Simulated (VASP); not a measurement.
A run of VASP 6.6.1 is set up as follows.

INCAR

```
PREC = Accurate
ENCUT = 520
EDIFF = 1E-7
ISMEAR = 0
SIGMA = 0.05
LREAL = F
LASPH = T
NELM = 80
ALGO = Normal
ISIF = 2
LWAVE = F
LCHARG = F
GGA = PE
NBANDS = 14
```

Contents of KPOINTS:

```
Automatic mesh
0
Gamma
  12 12 12
```

Contents of POSCAR:

```
PIr
1.0
    0.0000000000      2.3939663253      2.3939663253
    2.3939663253      0.0000000000      2.3939663253
    2.3939663253      2.3939663253      0.0000000000
Ir P
1 1
Direct
    0.0000000000      0.0000000000      0.0000000000
    0.2500000000      0.2500000000      0.2500000000
```

Potentials or basis: VASP PAW PBE potentials, release 64 (Ir, P).

Launch:

```bash
$ cat potpaw_PBE.64/Ir/POTCAR potpaw_PBE.64/P/POTCAR > POTCAR
$ mpirun -np 1 vasp_std > vasp.out
```

Predict the pressure.

91.2 GPa.

Predict the band gap on the k mesh.

zero (band 7 reaches 15.68 eV, above the bottom of band 8 at 9.92 eV).

Caveat: spin-orbit coupling is left out, which moves the levels of the heavy elements.
